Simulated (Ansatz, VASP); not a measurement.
Two plane-wave programs on TiO2

```
CELL_PARAMETERS angstrom
4.59220 0.00000 0.00000
0.00000 4.59220 0.00000
0.00000 0.00000 2.95740
ATOMIC_POSITIONS crystal
Ti 0.00000 0.00000 0.00000
Ti 0.50000 0.50000 0.50000
O 0.30496 0.30496 0.00000
O 0.19504 0.80496 0.50000
O 0.69504 0.69504 0.00000
O 0.80496 0.19504 0.50000
```

Alike in both runs: task relaxation of the atoms; functional PBE; k mesh 4 × 4 × 6; occupations fermi-dirac, width 0.02 eV; no spin polarisation.

```csv
,VASP,Ansatz
version,VASP 6.6.1,Ansatz 0.2.0
potentials or method,"VASP PAW PBE potentials, release 64 (Ti_sv, O)","plane-wave PAW, scalar-relativistic"
plane-wave cutoff (eV),520,420
valence electrons in the cell,48,48
```

Ansatz gave:

```
gap on the k mesh at the Fermi level, each at its own relaxed structure (eV) : 1.87
```

Q: Which values does VASP return?

A: gap on the k mesh at the Fermi level, each at its own relaxed structure (eV): 1.83.

Ansatz's warnings: stress scf threshold loose.
